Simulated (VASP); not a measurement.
Crystal: MoH4.

```
CELL_PARAMETERS angstrom
-2.53719 2.53719 2.53719
2.53719 -2.53719 2.53719
2.53719 2.53719 -2.53719
ATOMIC_POSITIONS crystal
H 0.00000 0.00000 0.74631
H 0.74631 0.00000 0.00000
H 0.00000 0.74631 0.00000
H 0.25369 0.25369 0.25369
Mo 0.00000 0.00000 0.00000
```

| Item | Value |
| --- | --- |
| Program | VASP 6.6.1 |
| Task | relaxation of cell and atoms |
| Functional | PBE |
| Potentials or basis | VASP PAW PBE potentials, release 64 (H, Mo_sv) |
| Cutoff | 600 eV |
| k mesh | 6 × 6 × 6 |
| Occupations | gaussian, width 0.1 eV |
| Spin | no spin polarisation |

At the start: pressure 96.7 GPa; volume 13.07 Å³/atom.

Task: How do energy, volume and symmetry change on relaxing?

Result: Over 39 steps the energy falls by 4618.7 meV/atom and the volume is 7.34 Å³/atom (-43.8 %); space group Im-3m (No. 229, to 0.05 Å).

Step by step:
| step | energy change (eV) | largest force (eV/Å) | pressure (GPa) | volume (Å³) |
| --- | --- | --- | --- | --- |
| 1 | 0.0000 | 27.2600 | 96.65 | 65.33 |
| 2 | -11.8138 | 1.6339 | -8.55 | 171.79 |
| 3 | -11.8052 | 1.5921 | -8.63 | 170.41 |
| 4 | -11.7959 | 1.4999 | -8.81 | 167.63 |
| 5 | -16.4361 | 1.8560 | -13.88 | 108.58 |
| 6 | -20.4699 | 1.0527 | -8.29 | 85.13 |
| 7 | -20.5278 | 1.8741 | 5.08 | 74.80 |
| 8 | -20.8229 | 0.0831 | -3.77 | 80.30 |
| 9 | -20.8394 | 0.2752 | -2.15 | 79.03 |
| 10 | -20.8393 | 0.1886 | -2.55 | 79.32 |
| 11 | -20.8830 | 0.2798 | -2.39 | 77.12 |
| 12 | -21.0193 | 0.5817 | -1.76 | 70.78 |
| 13 | -21.3006 | 1.3184 | 0.69 | 59.15 |
| 14 | -21.5310 | 3.3472 | 18.74 | 39.85 |
| 15 | -21.3492 | 3.9217 | 31.05 | 35.39 |
| 16 | -21.4884 | 3.5284 | 21.80 | 38.57 |
| 17 | -21.4922 | 3.5288 | 21.94 | 38.48 |
| 18 | -21.5034 | 3.5313 | 22.32 | 38.23 |
| 19 | -21.5242 | 3.5346 | 23.18 | 37.72 |
| 20 | -21.5588 | 3.5387 | 25.10 | 36.71 |
| 21 | -21.5949 | 3.5320 | 29.94 | 34.76 |
| 22 | -21.4849 | 3.4800 | 43.52 | 31.06 |
| 23 | -21.5732 | 3.5537 | 32.95 | 33.83 |
| 24 | -21.6277 | 3.4615 | 32.30 | 33.83 |
| 25 | -21.7828 | 3.1935 | 30.39 | 33.81 |
| 26 | -22.0566 | 2.6984 | 26.79 | 33.76 |
| 27 | -22.4776 | 1.8655 | 20.55 | 33.68 |
| 28 | -22.9253 | 0.6117 | 12.86 | 33.50 |
| 29 | -22.9799 | 0.0680 | 12.14 | 33.42 |
| 30 | -22.9800 | 0.0124 | 12.17 | 33.41 |
| 31 | -23.0106 | 0.0604 | 10.15 | 33.86 |
| 32 | -23.0677 | 0.1707 | 4.79 | 35.23 |
| 33 | -23.0526 | 0.2525 | -3.33 | 38.08 |
| 34 | -23.0797 | 0.2299 | 0.92 | 36.44 |
| 35 | -23.0798 | 0.2264 | 1.25 | 36.33 |
| 36 | -23.0840 | 0.1892 | 0.96 | 36.39 |
| 37 | -23.0919 | 0.0820 | 0.22 | 36.58 |
| 38 | -23.0892 | 0.1132 | -0.83 | 36.95 |
| 39 | -23.0936 | 0.0010 | -0.27 | 36.72 |

Final structure:
```
CELL_PARAMETERS angstrom
-2.09393 2.09393 2.09393
2.09393 -2.09393 2.09393
2.09393 2.09393 -2.09393
ATOMIC_POSITIONS crystal
H 0.00000 0.00000 0.50004
H 0.50004 0.00000 0.00000
H 0.00000 0.50004 0.00000
H 0.49996 0.49996 0.49996
Mo 0.00000 0.00000 0.00000
```

Caveat: the volume moved by over 15 % at a fixed basis, so the end points are rough.
